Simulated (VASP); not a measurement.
Runs of VASP 6.6.1 on ZnO (NiAs type). The structure is that of space group P6_3/mmc (No. 194), or close to it. The cells are those of the table. 

```tsv
cell	gap on the mesh (eV)	pressure (GPa)
a = 2.364, b = 2.364, c = 4.676 Å, angles 90.0, 90.0, 120.0°, 4 atoms	4.21	366.7
a = 2.781, b = 2.781, c = 4.916 Å, angles 90.0, 90.0, 120.0°, 4 atoms	1.65	(c)
a = 2.665, b = 2.665, c = 4.815 Å, angles 90.0, 90.0, 120.0°, 4 atoms	2.30	(a)
a = 2.884, b = 2.884, c = 5.026 Å, angles 90.0, 90.0, 120.0°, 4 atoms	1.13	28.6
a = 2.535, b = 2.535, c = 4.733 Å, angles 90.0, 90.0, 120.0°, 4 atoms	(b)	198.1
a = 2.957, b = 2.957, c = 5.108 Å, angles 90.0, 90.0, 120.0°, 4 atoms	(d)	12.4
```

Alike in all rows: task single point; level PBE; potentials or basis VASP PAW PBE potentials, release 64 (Zn, O); no spin polarisation; k mesh 11 × 11 × 7; cutoff (eV) 520; smearing fermi-dirac 0.08 eV.

Q: Fill in the values left out.

A: (a) 113.1; (b) 3.10; (c) 61.2; (d) 0.80.

A k mesh can miss the band edges.
